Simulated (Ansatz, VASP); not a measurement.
# TiO: VASP beside Ansatz

The input INCAR:

```
SYSTEM = TiO
PREC = Accurate
ENCUT = 520
EDIFF = 1E-6
ISMEAR = 0
SIGMA = 0.15
LREAL = .False.
LASPH = .True.
NELM = 60
ALGO = Normal
ISIF = 2
LWAVE = .False.
LCHARG = .False.
GGA = PS
NBANDS = 16
```

File KPOINTS:

```
Automatic mesh
0
Gamma
  18 18 16
  0 0 0
```

The input POSCAR:

```
TiO
1.0
    2.6492000000      0.0000000000      0.0000000000
   -1.3246000000      2.2942744997      0.0000000000
    0.0000000000      0.0000000000      2.9055000000
Ti O
1 1
Direct
    0.6666666667      0.3333333333      0.0000000000
    0.0000000000      0.0000000000      0.5000000000
```

Input for Ansatz:

```yaml
crystal:
  lattice:
    - [2.6492, 0.0, 0.0]
    - [-1.3246, 2.2942744997, 0.0]
    - [0.0, 0.0, 2.9055]
  atoms:
    - { symbol: Ti, position: [0.6666666667, 0.3333333333, 0.0] }
    - { symbol: O, position: [0.0, 0.0, 0.5] }
basis:
  ecutwfc: 520.0
kpoints:
  mp_grid: { grid: [18, 18, 16] }
hamiltonian:
  xc: pbesol
  pseudopotentials: { kind: paw, azcp: { folder: soft_1 } }
scf:
  occupations: { method: gaussian, width: 0.15 }
output:
  forces: true
  stress: true
  eigenvalues: true
```

Alike in both runs: task single point; functional PBEsol; k mesh 18 × 18 × 16; occupations gaussian, width 0.15 eV; no spin polarisation.

|  | VASP | Ansatz |
| --- | --- | --- |
| version | VASP 6.6.1 | Ansatz 0.2.0 |
| potentials or method | VASP PAW PBE potentials, release 64 (Ti_sv, O), cutoff 520 eV | scalar-relativistic, plane waves, PAW |
| valence electrons in the cell | 18 | 18 |

VASP gave:

```
gap on the k mesh at the Fermi level (eV)                     : none
pressure (GPa)                                                : 17.9
traceless stress, the component that is largest in VASP (GPa) : -26.80
```

Problem. Which values does Ansatz return?

Solution. gap on the k mesh at the Fermi level (eV): none; pressure (GPa): 17.1; traceless stress, the component that is largest in VASP (GPa): -27.13.

VASP's potentials were made for PBE, not for PBEsol, and Ansatz warns of the same on its side. A gap of «none» marks a metal or a gap that the smearing closes.
